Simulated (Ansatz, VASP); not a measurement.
# Zr: VASP beside Ansatz

```
Zr
1.0
    -1.81601    1.81601    1.81601
     1.81601   -1.81601    1.81601
     1.81601    1.81601   -1.81601
Zr
1
Cartesian
  0.0000 0.0000 0.0000
```

Change from the starting cell: volume scaled by 1.01.

Alike in both runs: task single point; functional PBEsol; k mesh 14 × 14 × 14; occupations fermi-dirac, width 0.08 eV; no spin polarisation.

|  | VASP | Ansatz |
| --- | --- | --- |
| version | VASP 6.6.1 | Ansatz 0.2.0 |
| potentials or method | VASP PAW PBE potentials, release 64 (Zr_sv), cutoff 520 eV | all-electron LAPW, scalar-relativistic |

VASP gave:

| Property | Result |
| --- | --- |
| pressure (GPa) | -7.3 |

Task: Which values does Ansatz return?

Result: Pressure (GPa): -7.4.

VASP's potentials were made for PBE, not for PBEsol. Ansatz ran all-electron here, and VASP with PAW potentials.
